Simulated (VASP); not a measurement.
Wanted: the native input for a VASP 6.6.1 run.

| Item | Value |
| --- | --- |
| Task | single point |
| Functional | PBE |
| Potentials or basis | VASP PAW PBE potentials, release 64 (Al) |
| Cutoff | 520 eV |
| k mesh | 14 × 14 × 8 |
| Occupations | gaussian, width 0.1 eV |
| Spin | no spin polarisation |
| Dipole correction | no |
| Further INCAR settings | ALGO = Fast; EDIFF = 1e-06; NBANDS = 10 |

The structure of Al lies in POSCAR:

```
Al
1.0
    2.8901916174      0.0108279531      0.0004781174
   -1.4357185262      2.4915493112      0.0006377781
    0.0008273645      0.0017520660      4.9223807585
Al
2
Direct
    0.6767413754      0.3418772232      0.7470905206
    0.3232586246      0.6581227768      0.2529094794
```

This cell differs from its parent crystal: atoms moved at random and the cell strained at random.

One way to write it, as run:

INCAR

```
ALGO = Fast ; EDIFF = 1E-6
ENCUT = 520 ; GGA = PE
ISIF = 2 ; ISMEAR = 0
LASPH = True ; LCHARG = True
LELF = True ; LREAL = False
LVHAR = True ; LWAVE = False
NBANDS = 10 ; NELM = 60
PREC = Accurate ; SIGMA = 0.1
```

KPOINTS

```
k-points
0
Gamma
  14 14 8
```

Potentials or basis: VASP PAW PBE potentials, release 64 (Al).

Launch:

```console
$ cat potpaw_PBE.64/Al/POTCAR > POTCAR
$ mpirun -np 1 vasp_std > vasp.out
```

It gave:

The pressure is -4.1 GPa. The largest force is 0.086 eV/Å and the band gap on the k mesh is zero (band 3 reaches 10.87 eV, above the bottom of band 4 at 4.18 eV).

Caveat: the cell differs from its parent crystal (atoms moved at random and the cell strained at random).

Wall time 120 s on 1 thread of Intel(R) Xeon(R) Platinum 8375C CPU @ 2.90GHz (Ice Lake), with other jobs on the host, peak memory 0.33 GiB.
